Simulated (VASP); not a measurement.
Wanted: the native input for a VASP 6.6.1 run.

| Property | Result |
| --- | --- |
| Task | single point |
| Functional | PBE |
| Potentials or basis | VASP PAW PBE potentials, release 64 (Co, Ni, Ta_pv) |
| Cutoff | 520 eV |
| k mesh | 1 × 1 × 1, shifted |
| Occupations | fermi-dirac, width 0.2421 eV |
| Spin | no spin polarisation |
| Dipole correction | no |
| Further INCAR settings | LREAL = Auto; ALGO = Normal; EDIFF = 1e-07; NBANDS = 92; ISYM = 0 |

The structure of Ta2Co7Ni7 lies in POSCAR:

```
Ta2Co7Ni7
1.0
    5.6289370000      0.2476520000      0.1288210000
    0.2476520000      5.7582790000     -0.1194910000
    0.1288210000     -0.1194910000      5.9706240000
Co Ni Ta
7 7 2
Direct
    0.5663451595      0.2279242521      0.5431869009
    0.4029077617      0.4496409369      0.9706578516
    0.1411773277      0.7231310379      0.1387729400
    0.5950911915      0.6793001939      0.6123855760
    0.8424255943      0.9093958048      0.8705856384
    0.1447492981      0.6679961871      0.7533610864
    0.3351344489      0.4340634451      0.3575008777
    0.4216135954      0.9837777739      0.8551719058
    0.5722577635      0.7536468129      0.1606179177
    0.3162428316      0.8893148086      0.4753994554
    0.8245788158      0.5142869700     -0.0269940635
    0.9037575316      0.5991858151      0.3821832296
    0.6318818440      0.1730472230      0.1603885850
    0.8773469148      0.9411365297      0.4584900403
    0.0267201838      0.2591140314      0.6925474915
    1.1063686934      0.1387663788      0.1750922202
```

The input as run:

INCAR

```
SYSTEM = Ta2Co7Ni7
  PREC = Accurate
  ENCUT = 520
  EDIFF = 1E-7
  ISMEAR = -1
  SIGMA = 0.2421
  LREAL = Auto
  LASPH = .TRUE.
  NELM = 100
  ALGO = Normal
  ISIF = 2
  LWAVE = .FALSE.
  LCHARG = .FALSE.
  GGA = PE
  ISYM = 0
  NBANDS = 92
```

KPOINTS

```
Automatic mesh
0
Gamma
  1 1 1
  0.25 0.25 0.25
```

Potentials or basis: VASP PAW PBE potentials, release 64 (Co, Ni, Ta_pv).

Run with:

```console
$ cat potpaw_PBE.64/Co/POTCAR potpaw_PBE.64/Ni/POTCAR potpaw_PBE.64/Ta_pv/POTCAR > POTCAR
$ mpirun -np 1 vasp_std > vasp.out
```

It gave:

* Pressure: 7.6 GPa
* Largest force: 6.382 eV/Å

Caveat: the k points lie up to 1.12 Å⁻¹ apart.

Wall time 87 s on 1 thread of AMD EPYC 9R45 96-Core Processor (Zen 5), with other jobs on the host, peak memory 0.28 GiB.
